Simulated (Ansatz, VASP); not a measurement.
## CuO in VASP and in Ansatz

File INCAR:

```
SYSTEM = CuO
ALGO = Normal
EDIFF = 1E-7
ENCUT = 520
GGA = PS
ISIF = 2
ISMEAR = 0
LASPH = .True.
LCHARG = .True.
LELF = .True.
LREAL = .False.
LVHAR = .True.
LWAVE = .False.
NBANDS = 25
NELM = 100
PREC = Accurate
SIGMA = 0.02
```

Contents of KPOINTS:

```
k-points
0
Gamma
  14 14 8
  0 0 0
```

The input POSCAR:

```
CuO
1.0
    1.9909680000     -2.1535500000      0.0000000000
    1.9909680000      2.1535500000      0.0000000000
    0.0000000000      0.0000000000      5.1559280000
Cu O
2 2
Direct
    0.0000000000      0.5000000000      0.0000000000
    0.5000000000      0.0000000000      0.5000000000
    0.5000000000      0.5000000000      0.2500000000
    0.5000000000      0.5000000000      0.7500000000
```

Input for Ansatz:

```yaml
crystal:
  lattice:
    - [1.990968, -2.15355, 0.0]
    - [1.990968, 2.15355, 0.0]
    - [0.0, 0.0, 5.155928]
  atoms:
    - { symbol: Cu, position: [0.0, 0.5, 0.0] }
    - { symbol: Cu, position: [0.5, 0.0, 0.5] }
    - { symbol: O, position: [0.5, 0.5, 0.25] }
    - { symbol: O, position: [0.5, 0.5, 0.75] }
basis:
  ecutwfc: 420
kpoints:
  mp_grid: { grid: [14, 14, 8] }
hamiltonian:
  xc: pbesol
scf:
  occupations: { method: gaussian, width: 0.02 }
output:
  forces: true
  stress: true
  eigenvalues: true
```

Alike in both runs: task single point; functional PBEsol; k mesh 14 × 14 × 8; occupations gaussian, width 0.02 eV; no spin polarisation.

|  | VASP | Ansatz |
| --- | --- | --- |
| version | VASP 6.6.1 | Ansatz 0.2.0 |
| potentials or method | VASP PAW PBE potentials, release 64 (Cu, O), cutoff 520 eV | scalar-relativistic, plane waves, PAW |
| valence electrons in the cell | 34 | 50 |

|  | VASP | Ansatz | Ansatz less VASP |
| --- | --- | --- | --- |
| gap on the k mesh at the Fermi level (eV) | none | none | - |
| pressure (GPa) | -5.4 | -6.1 | -0.67 |
| traceless stress, the component that is largest in VASP (GPa) | 1.34 | 1.55 | +0.211 |

VASP's potentials were made for PBE, not for PBEsol. A gap of «none» marks a metal or a gap that the smearing closes. VASP's potentials hold 34 valence electrons a cell and Ansatz's 50, so a difference there can come from the potentials and not from the codes.
